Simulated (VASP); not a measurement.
A run of VASP 6.6.1 is set up as follows.

INCAR

```
ALGO = Normal ; EDIFF = 1E-6
ENCUT = 520 ; GGA = PS
ISIF = 2 ; ISMEAR = 0
LASPH = True ; LCHARG = True
LELF = True ; LREAL = False
LVHAR = True ; LWAVE = False
NBANDS = 21 ; NELM = 60
PREC = Accurate ; SIGMA = 0.1
```

The input KPOINTS:

```
k-points
0
Gamma
  16 16 12
```

POSCAR

```
HfB
1.0
    2.3580384895      2.3580384895      0.0000000000
   -2.3580384895      2.3580384895      0.0000000000
    0.0000000000      0.0000000000      4.8065371214
Hf B
2 2
Direct
    0.5000000000      0.5000000000      0.0000000000
    0.0000000000      0.0000000000      0.5000000000
    0.0000000000      0.0000000000      0.0000000000
    0.5000000000      0.5000000000      0.5000000000
```

Potentials or basis: VASP PAW PBE potentials, release 64 (Hf_pv, B).

Launch:

```sh
$ cat potpaw_PBE.64/Hf_pv/POTCAR potpaw_PBE.64/B/POTCAR > POTCAR
$ mpirun -np 1 vasp_std > vasp.out
```

Q: What does it give for the band gap on the k mesh?

A: Zero (bands 13 and 14 overlap by 3.34 eV).

Q: Predict the pressure.

A: 5.6 GPa.

Stress tensor (GPa, compression positive):
```
8.14 0.00 0.00
0.00 8.14 0.00
0.00 0.00 0.44
```

Caveat: the cell differs from its parent crystal (biaxial strain in the a-b plane: -1.5 %, then relaxed in part); the cell stands under pressure; the PAW data sets were made with another functional, which shifts forces and pressure a little; spin-orbit coupling is left out, which moves the levels of the heavy elements.
